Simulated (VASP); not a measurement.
# PtS2 (P-3m1) in VASP: a series of runs

Aim: see how the results for PtS2 move with the level of theory and the settings. Levels: PBEsol, r2SCAN+rVV10. Tasks: single point, relaxation of cell and atoms.

Everything below comes from runs of VASP 6.6.1. Logs are shortened: lines on timing, memory, paths and dates and some standing lists are left out, and cuts for length are marked.

## (1) The cell of the first run

It takes space group P-3m1 (No. 164, trigonal). The conventional cell has a = 3.571 Å, b = 3.571 Å, c = 4.779 Å, α = 90.00°, β = 90.00°, γ = 120.00°. Pt (site symmetry -3m) has 6 S at 2.38 Å within 3.1 Å. Within 3.1 Å of S (site symmetry 3m) lie 3 Pt at 2.38 Å.

## (2) Single point, PBEsol

File INCAR:

```
PREC = Accurate
ENCUT = 520
EDIFF = 1E-6
ISMEAR = -1
SIGMA = 0.03
LREAL = False
LASPH = True
NELM = 100
ALGO = Normal
ISIF = 2
LWAVE = False
LCHARG = True
GGA = PS
LELF = True
LVHAR = True
NBANDS = 18
```

File KPOINTS:

```
Automatic mesh
0
Gamma
  9 9 4
```

File POSCAR:

```
PtS2
1.0
    3.5714251506      0.0000000000      0.0000000000
   -1.7857125753      3.0929449081      0.0000000000
    0.0000000000      0.0000000000      4.7787256636
Pt S
1 2
Direct
    0.0000000000      0.0000000000      0.0000000000
    0.6666666667      0.3333333333      0.7496042618
    0.3333333333      0.6666666667      0.2503957382
```

Potentials or basis: VASP PAW PBE potentials, release 64 (Pt, S).

Launch:

```console
$ cat potpaw_PBE.64/Pt/POTCAR potpaw_PBE.64/S/POTCAR > POTCAR
$ mpirun -np 1 vasp_std > vasp.out
```

OUTCAR:

```text
PREC = Accurate
   ENCUT = 520
   EDIFF = 1E-6
   ISMEAR = -1
   LREAL = False
   LASPH = True
   NELM = 100
   ISIF = 2
   GGA = PS

 ion  position               nearest neighbor table
   1  0.000  0.000  0.000-   2 2.38   3 2.38   3 2.38   2 2.38   2 2.38   3 2.38
   2  0.667  0.333  0.750-   1 2.38   1 2.38   1 2.38
   3  0.333  0.667  0.250-   1 2.38   1 2.38   1 2.38

  LATTYP: Found a hexagonal cell.
 ALAT       =     3.5714251506
 C/A-ratio  =     1.3380444674

  Lattice vectors:

 A1 = (   3.5714251506,   0.0000000000,   0.0000000000)
 A2 = (  -1.7857125753,   3.0929449081,   0.0000000000)
 A3 = (   0.0000000000,   0.0000000000,   4.7787256636)

Analysis of symmetry for initial positions (statically):
=====================================================================
 Subroutine PRICEL returns:
 Original cell was already a primitive cell.

 Routine SETGRP: Setting up the symmetry group for a
 hexagonal supercell.

 Subroutine GETGRP returns: Found 12 space group operations
 (whereof 12 operations were pure point group operations)
 out of a pool of 24 trial point group operations.

The static configuration has the point symmetry D_3d.

Analysis of symmetry for dynamics (positions and initial velocities):
=====================================================================
 Subroutine PRICEL returns:
 Original cell was already a primitive cell.

 Routine SETGRP: Setting up the symmetry group for a
 hexagonal supercell.

 Subroutine GETGRP returns: Found 12 space group operations
 (whereof 12 operations were pure point group operations)
 out of a pool of 24 trial point group operations.

The dynamic configuration has the point symmetry D_3d.

 Subroutine INISYM returns: Found 12 space group operations
 (whereof 12 operations are pure point group operations),
 and found     1 'primitive' translations

----------------------------------------------------------------------------------------

                                     Primitive cell

  volume of cell :      52.7869

  direct lattice vectors                    reciprocal lattice vectors
     3.571425151  0.000000000  0.000000000     0.280000268  0.161658230  0.000000000
    -1.785712575  3.092944908  0.000000000     0.000000000  0.323316460  0.000000000
     0.000000000  0.000000000  4.778725664     0.000000000  0.000000000  0.209260809

  length of vectors
     3.571425151  3.571425151  4.778725664     0.323316460  0.323316460  0.209260809

  position of ions in fractional coordinates (direct lattice)
     0.000000000  0.000000000  0.000000000
     0.666666667  0.333333333  0.749604262
     0.333333333  0.666666667  0.250395738

  ion indices of the primitive-cell ions
   primitive index   ion index
                 1           1
                 2           2
                 3           3

----------------------------------------------------------------------------------------

 KPOINTS: Automatic mesh

Automatic generation of k-mesh.
 Grid dimensions read from file:
 generate k-points for:    9    9    4

 Generating k-lattice:

  Cartesian coordinates                     Fractional coordinates (reciprocal lattice)
     0.031111141  0.017962026  0.000000000     0.111111111  0.000000000  0.000000000
     0.000000000  0.035924051  0.000000000     0.000000000  0.111111111  0.000000000
     0.000000000  0.000000000  0.052315202     0.000000000  0.000000000  0.250000000

  Length of vectors
     0.035924051  0.035924051  0.052315202

  Shift w.r.t. Gamma in fractional coordinates (k-lattice)
     0.000000000  0.000000000  0.000000000

 Subroutine IBZKPT returns following result:
 ===========================================

 Found     43 irreducible k-points:

 Following reciprocal coordinates:
            Coordinates               Weight
  0.000000  0.000000  0.000000      1.000000
  0.111111  0.000000  0.000000      6.000000
  0.222222  0.000000  0.000000      6.000000
  0.333333  0.000000  0.000000      6.000000
  0.444444  0.000000  0.000000      6.000000
  0.111111  0.111111  0.000000      6.000000
[... 16 lines left out ...]
  0.222222  0.111111  0.250000     12.000000
 -0.111111  0.333333  0.250000     12.000000
 [... further k-points ...]
   k-points           NKPTS =     43   k-points in BZ     NKDIM =     43   number of bands    NBANDS=     18
   number of dos      NEDOS =    301   number of ions     NIONS =      3
   total plane-waves  NPLWV =  28224
   dimension x,y,z NGX =    28 NGY =   28 NGZ =   36
   dimension x,y,z NGXF=    56 NGYF=   56 NGZF=   72
   ions per type =               1   2
   NGX,Y,Z   is equivalent  to a cutoff of  13.03, 13.03, 12.52 a.u.
   NGXF,Y,Z  is equivalent  to a cutoff of  26.07, 26.07, 25.05 a.u.
 SYSTEM =  unknown system
   PREC   = accura    normal or accurate (medium, high low for compatibility)
   ISTART =      0    job   : 0-new  1-cont  2-samecut
   ICHARG =      2    charge: 1-file 2-atom 10-const
[... 98 lines left out ...]
  band No.  band energies     occupation
      1      -7.0665      2.00000
      2      -5.6365      2.00000
      3       0.6297      2.00000
      4       1.0922      2.00000
      5       1.4649      2.00000
      6       1.9539      2.00000
[... 10 lines left out ...]
     17      15.5710      0.00000
     18      16.3303      0.00000

 k-point     5 :       0.4444    0.0000    0.0000
  band No.  band energies     occupation
      1      -6.4326      2.00000
      2      -5.9654      2.00000
      3      -0.0812      2.00000
      4       1.2225      2.00000
      5       1.8174      2.00000
      6       2.8838      2.00000
[... 10 lines left out ...]
     17      15.2403      0.00000
     18      17.9662      0.00000

 k-point     6 :       0.1111    0.1111    0.0000
  band No.  band energies     occupation
      1      -7.8410      2.00000
      2      -5.2545      2.00000
      3       0.4859      2.00000
      4       0.7671      2.00000
      5       0.8626      2.00000
      6       2.7462      2.00000
[... 10 lines left out ...]
     17      16.3592      0.00000
     18      16.5903      0.00000

 k-point     7 :       0.2222    0.1111    0.0000
  band No.  band energies     occupation
      1      -7.3005      2.00000
      2      -5.5205      2.00000
      3       0.8685      2.00000
      4       1.0090      2.00000
      5       1.3503      2.00000
      6       1.8595      2.00000
[... 10 lines left out ...]
     17      15.6150      0.00000
     18      16.7292      0.00000

 k-point     8 :       0.3333    0.1111    0.0000
  band No.  band energies     occupation
      1      -6.6647      2.00000
      2      -5.8022      2.00000
      3       0.3272      2.00000
      4       1.0810      2.00000
      5       1.7892      2.00000
      6       2.1803      2.00000
[... 10 lines left out ...]
     17      16.3610      0.00000
     18      16.6032      0.00000
[... 229 lines left out ...]
     17      16.5843      0.00000
     18      18.1730      0.00000

 k-point    20 :       0.4444    0.0000    0.2500
  band No.  band energies     occupation
      1      -6.2355      2.00000
      2      -6.1270      2.00000
      3      -0.1669      2.00000
      4       1.1391      2.00000
      5       1.8006      2.00000
      6       2.3730      2.00000
[... 10 lines left out ...]
     17      16.2442      0.00000
     18      17.3131      0.00000

 k-point    21 :       0.0000    0.4444    0.2500
  band No.  band energies     occupation
      1      -6.5133      2.00000
      2      -5.7778      2.00000
      3      -0.3657      2.00000
      4       1.0876      2.00000
      5       1.2671      2.00000
      6       2.9652      2.00000
[... 10 lines left out ...]
     17      16.9467      0.00000
     18      17.4047      0.00000

 k-point    22 :       0.1111    0.1111    0.2500
  band No.  band energies     occupation
      1      -7.6140      2.00000
      2      -5.6765      2.00000
      3       0.2996      2.00000
      4       0.7321      2.00000
      5       1.5503      2.00000
      6       2.6122      2.00000
[... 10 lines left out ...]
     17      15.8394      0.00000
     18      16.3463      0.00000

 k-point    23 :       0.2222    0.1111    0.2500
  band No.  band energies     occupation
      1      -7.0744      2.00000
      2      -5.8352      2.00000
      3       0.5545      2.00000
      4       0.9209      2.00000
      5       1.5644      2.00000
      6       2.4030      2.00000
[... 10 lines left out ...]
     17      15.9193      0.00000
     18      16.9455      0.00000

 k-point    24 :      -0.1111    0.3333    0.2500
  band No.  band energies     occupation
      1      -7.1291      2.00000
      2      -5.7269      2.00000
      3       0.3201      2.00000
      4       0.8424      2.00000
      5       1.4707      2.00000
      6       2.2121      2.00000
[... 10 lines left out ...]
     17      15.7926      0.00000
     18      17.8059      0.00000

 [... further k-points ...]

------------------------ aborting loop because EDIFF is reached ----------------------------------------

  FORCE on cell =-STRESS in cart. coord.  units (eV):
  Direction    XX          YY          ZZ          XY          YZ          ZX
  --------------------------------------------------------------------------------------
  -------------------------------------------------------------------------------------
  Total       -0.1097251     -0.1097251     -0.0468701      0.0000000      0.0000000     -0.0000000
  in kB       -3.3303551     -3.3303551     -1.4225934      0.0000000      0.0000000     -0.0000000
  external PRESSURE =      -2.6944345 kB  Pullay stress =       0.0000000 kB

 VOLUME and BASIS-vectors are now :
 -----------------------------------------------------------------------------
  energy-cutoff  :      520.00
  volume of cell :       52.79
      direct lattice vectors                 reciprocal lattice vectors
     3.571425151  0.000000000  0.000000000     0.280000268  0.161658230  0.000000000
    -1.785712575  3.092944908  0.000000000     0.000000000  0.323316460  0.000000000
     0.000000000  0.000000000  4.778725664     0.000000000  0.000000000  0.209260809

 POSITION                                       TOTAL-FORCE (eV/Angst)
 -----------------------------------------------------------------------------------
      0.00000      0.00000      0.00000        -0.000000      0.000000      0.000000
      1.78571      1.03098      3.58215         0.000000      0.000000      0.026147
     -0.00000      2.06196      1.19657        -0.000000     -0.000000     -0.026147
 -----------------------------------------------------------------------------------
    total drift:                                0.000000     -0.000000      0.000000

  FREE ENERGIE OF THE ION-ELECTRON SYSTEM (eV)
  ---------------------------------------------------
  free  energy   TOTEN  =       -16.9974704910 eV

  energy  without entropy=      -16.9974076342  energy(sigma->0) =      -16.99743906
```

Run time: 29 s. Hardware: 1 thread of Intel Xeon Platinum 8259CL at 2.50GHz (Skylake/Cascade Lake), shared host; peak memory 0.19 GiB.

Results:

| Item | Value |
| --- | --- |
| Free energy | -16.9975 eV |
| Pressure | -0.3 GPa |
| Largest force | 0.026 eV/Å |
| Band gap on the k mesh | 0.27 eV, indirect (least direct gap 0.79 eV) |

Forces in eV/Å, atoms in the order of the input:
```
Pt   0.000  0.000  0.000
S    0.000  0.000  0.026
S    0.000  0.000 -0.026
```

Stress tensor (GPa, compression positive):
```
-0.33  0.00  0.00
 0.00 -0.33  0.00
 0.00  0.00 -0.14
```

Levels at points of the mesh, in eV from the valence-band top:
| k point | band 7 | band 8 | band 9 | band 10 | band 11 | band 12 | band 13 | band 14 | band 15 | band 16 |
| --- | --- | --- | --- | --- | --- | --- | --- | --- | --- | --- |
| (0.00, 0.00, 0.00) | -4.19 | -2.35 | -1.47 | -1.47 | 0.00 | 1.49 | 1.49 | 3.80 | 5.04 | 7.46 |
| (0.00, 0.00, 0.50) | -4.23 | -3.13 | -1.88 | -1.88 | -1.39 | 2.38 | 2.38 | 5.20 | 6.81 | 6.99 |

Caveat: the PAW data sets were made with another functional, which shifts forces and pressure a little; spin-orbit coupling is left out, which moves the levels of the heavy elements.

## (3) Relaxation of cell and atoms, PBEsol

This run uses another cell than the first one, of 20.35 Å³/atom, 1.156 times its volume.

File INCAR:

```
SYSTEM = PtS2
PREC = Accurate
ENCUT = 600
EDIFF = 1E-6
ISMEAR = -1
SIGMA = 0.03
LREAL = .FALSE.
LASPH = .TRUE.
NELM = 60
ALGO = Normal
ISIF = 3
LWAVE = .FALSE.
LCHARG = .FALSE.
GGA = PS
IBRION = 2
NSW = 100
EDIFFG = -0.01
```

File KPOINTS:

```
Automatic mesh
0
G
  9 9 4
  0 0 0
```

File POSCAR:

```
PtS2
1.0
    3.5487421893      0.0000000000      0.0000000000
   -1.7743710947      3.0733008875      0.0000000000
    0.0000000000      0.0000000000      5.5970665400
Pt S
1 2
Direct
    0.0000000000      0.0000000000      0.0000000000
    0.6666666700      0.3333333300      0.7796640600
    0.3333333300      0.6666666700      0.2203359400
```

Potentials or basis: VASP PAW PBE potentials, release 64 (Pt, S).

Launch:

```console
$ cat potpaw_PBE.64/Pt/POTCAR potpaw_PBE.64/S/POTCAR > POTCAR
$ mpirun -np 1 vasp_std > vasp.out
```

It took 10 min on 1 thread of Intel Xeon Platinum 8259CL at 2.50GHz (Skylake/Cascade Lake), shared host; peak memory 0.23 GiB.

The run converged. Its results:

```
Free energy                            : -16.9986 eV
Relaxed volume                         : 17.70 Å³/atom
Relaxed cell                           : a = 3.566 Å, b = 3.566 Å, c = 4.821 Å, α = 90.00°, β = 90.00°, γ = 120.00°
Space group after relaxing (to 0.05 Å) : P-3m1 (No. 164)
Energy gained by relaxing              : 10.3 meV/atom
Ionic steps                            : 32
Pressure after relaxing                : 0.1 GPa
Band gap on the k mesh                 : 0.35 eV, indirect (least direct gap 0.80 eV)
```

Stress tensor (GPa, compression positive):
```
 0.08  0.00  0.00
 0.00  0.08  0.00
 0.00  0.00 -0.01
```

Step by step:
| step | energy change (eV) | largest force (eV/Å) | pressure (GPa) | volume (Å³) |
| --- | --- | --- | --- | --- |
| 1 | 0.0000 | 0.2929 | -2.29 | 61.04 |
| 2 | 0.0171 | 0.5085 | 4.51 | 58.51 |
| 3 | -0.0086 | 0.0128 | 0.02 | 60.09 |
| 4 | -0.0086 | 0.0068 | 0.07 | 60.08 |
| 5 | -0.0096 | 0.0217 | 0.01 | 60.04 |
| 6 | -0.0103 | 0.0737 | -0.08 | 59.98 |
| 7 | -0.0110 | 0.0587 | -0.22 | 59.85 |
| 8 | -0.0126 | 0.0169 | -0.58 | 59.48 |
| 9 | -0.0149 | 0.0617 | -1.28 | 58.71 |
| 10 | -0.0162 | 0.1931 | -2.49 | 57.16 |
| 11 | -0.0162 | 0.1325 | -1.93 | 57.85 |
| 12 | -0.0163 | 0.1324 | -1.93 | 57.83 |
| 13 | -0.0165 | 0.1326 | -1.92 | 57.79 |
| 14 | -0.0168 | 0.1328 | -1.93 | 57.69 |
| 15 | -0.0176 | 0.1324 | -1.91 | 57.50 |
| 16 | -0.0191 | 0.1310 | -1.87 | 57.12 |
| 17 | -0.0220 | 0.1273 | -1.76 | 56.35 |
| 18 | -0.0272 | 0.1119 | -1.38 | 54.82 |
| 19 | -0.0285 | 0.0599 | 0.05 | 51.76 |
| 20 | -0.0303 | 0.0694 | -0.71 | 53.48 |
| 21 | -0.0305 | 0.0657 | -0.58 | 53.17 |
| 22 | -0.0304 | 0.0666 | -0.65 | 53.29 |
| 23 | -0.0307 | 0.0400 | -0.43 | 53.39 |
| 24 | -0.0307 | 0.0219 | -0.29 | 53.46 |
| 25 | -0.0307 | 0.0162 | -0.26 | 53.48 |
| 26 | -0.0308 | 0.0136 | -0.18 | 53.42 |
| 27 | -0.0309 | 0.0077 | -0.09 | 53.28 |
| 28 | -0.0309 | 0.0066 | 0.15 | 53.02 |
| 29 | -0.0309 | 0.0025 | 0.08 | 53.11 |
| 30 | -0.0309 | 0.0009 | 0.05 | 53.13 |
| 31 | -0.0309 | 0.0013 | 0.07 | 53.12 |
| 32 | -0.0309 | 0.0013 | 0.05 | 53.09 |

Final structure:
```
Pt S
1.0
     3.56588    0.00000    0.00000
    -1.78294    3.08814    0.00000
     0.00000    0.00000    4.82135
Pt S
1 2
Direct
  0.00000 0.00000 0.00000
  0.66667 0.33333 0.75153
  0.33333 0.66667 0.24847
```

Levels at points of the mesh, in eV from the valence-band top:
| k point | band 9 | band 10 | band 11 | band 12 | band 13 | band 14 |
| --- | --- | --- | --- | --- | --- | --- |
| (0.00, 0.00, 0.00) | -1.41 | -1.41 | 0.00 | 1.61 | 1.61 | 3.92 |
| (0.00, 0.00, 0.50) | -1.79 | -1.79 | -1.34 | 2.43 | 2.43 | 5.23 |

Caveat: the PAW data sets were made with another functional, which shifts forces and pressure a little; spin-orbit coupling is left out, which moves the levels of the heavy elements; this functional lacks dispersion, which binds the layers, so the pressure and a relaxed spacing across them are unreliable.

## (4) Single point, r2SCAN+rVV10

This run uses another cell than the first one, of 18.64 Å³/atom, 1.060 times its volume.

File POSCAR:

```
PtS2
1.0
    3.5535010613      0.0000000000      0.0000000000
   -1.7767505307      3.0774221915      0.0000000000
    0.0000000000      0.0000000000      5.1143042620
Pt S
1 2
Direct
    0.0000000000      0.0000000000      0.0000000000
    0.6666666667      0.3333333333      0.7604658720
    0.3333333333      0.6666666667      0.2395341280
```

File INCAR.step1:

```
  ALGO = Normal
  EDIFF = 1E-4
  ENCUT = 520
  GGA = PE
  ISMEAR = -1
  LASPH = T
  LCHARG = F
  LREAL = F
  LWAVE = T
  NBANDS = 18
  NELM = 80
  PREC = Accurate
  SIGMA = 0.03
```

File INCAR.step2:

```
  ALGO = Normal
  BPARAM = 11.95
  CPARAM = 0.0093
  EDIFF = 1E-6
  ENCUT = 520
  ISIF = 2
  ISMEAR = -1
  ISTART = 1
  IVDW_NL = 2
  LASPH = T
  LCHARG = T
  LELF = T
  LMIXTAU = T
  LREAL = F
  LUSE_VDW = T
  LVHAR = T
  LWAVE = F
  METAGGA = R2SCAN
  NBANDS = 18
  NELM = 80
  PREC = Accurate
  SIGMA = 0.03
```

File KPOINTS:

```
k-points
0
Gamma
  12 12 6
```

Launch:

```console
$ cat potpaw_PBE.64/Pt/POTCAR potpaw_PBE.64/S/POTCAR > POTCAR
$ cp INCAR.step1 INCAR
$ mpirun -np 1 vasp_std > vasp.out
$ cp INCAR.step2 INCAR
$ mpirun -np 1 vasp_std > vasp.out
```

Run time: 6.3 min. Hardware: 1 thread of Intel Xeon Platinum 8259CL at 2.50GHz (Skylake/Cascade Lake), shared host; peak memory 0.36 GiB.

It converged, with:

```
Free energy            : -68.4173 eV
Pressure               : 0.2 GPa
Largest force          : 0.012 eV/Å
Band gap on the k mesh : 0.84 eV, indirect (least direct gap 1.12 eV)
```

Forces on the atoms (eV/Å):
```
Pt   0.000  0.000  0.000
S    0.000  0.000 -0.012
S    0.000  0.000  0.012
```

Stress tensor (GPa, compression positive):
```
0.22 0.00 0.00
0.00 0.22 0.00
0.00 0.00 0.14
```

Levels at points of the mesh, in eV from the valence-band top:
| k point | band 8 | band 9 | band 10 | band 11 | band 12 | band 13 | band 14 | band 15 |
| --- | --- | --- | --- | --- | --- | --- | --- | --- |
| (0.00, 0.00, 0.00) | -2.09 | -1.09 | -1.09 | 0.00 | 2.27 | 2.27 | 5.15 | 5.97 |
| (0.50, 0.00, 0.00) | -3.23 | -3.23 | -3.10 | -2.49 | 1.69 | 2.74 | 5.77 | 6.93 |
| (0.00, 0.00, 0.50) | -2.67 | -1.33 | -1.33 | -1.12 | 2.81 | 2.81 | 6.00 | 7.60 |
| (0.50, 0.00, 0.50) | -3.24 | -2.82 | -2.82 | -1.46 | 1.89 | 2.40 | 5.45 | 5.83 |

Caveat: the PAW data sets were made with another functional, which shifts forces and pressure a little; spin-orbit coupling is left out, which moves the levels of the heavy elements. r2SCAN opens gaps a little over a GGA but as a rule still falls short of measured ones.

## (5) Summary

| task | level | cell | k mesh | cutoff (eV) | gap on the mesh (eV) | pressure (GPa) | largest force (eV/Å) |
| --- | --- | --- | --- | --- | --- | --- | --- |
| single point | PBEsol | a = 3.571, b = 3.571, c = 4.779 Å, angles 90.0, 90.0, 120.0°, 3 atoms | 9 × 9 × 4 | 520 | 0.27 | -0.3 | 0.03 |
| relaxation of cell and atoms | PBEsol | relaxed from a = 3.549, b = 3.549, c = 5.597 Å, angles 90.0, 90.0, 120.0°, 3 atoms | 9 × 9 × 4 | 600 | 0.35 | 0.1 | - |
| single point | r2SCAN+rVV10 | a = 3.554, b = 3.554, c = 5.114 Å, angles 90.0, 90.0, 120.0°, 3 atoms | 12 × 12 × 6 | 520 | 0.84 | 0.2 | 0.01 |

Alike in all rows: potentials or basis VASP PAW PBE potentials, release 64 (Pt, S); no spin polarisation; smearing fermi-dirac 0.03 eV.

Caveats: the PAW data sets were made with another functional, which shifts forces and pressure a little; spin-orbit coupling is left out, which moves the levels of the heavy elements; this functional lacks dispersion, which binds the layers, so the pressure and a relaxed spacing across them are unreliable (some runs).

Absolute energies hang on the potentials; compare differences alone.
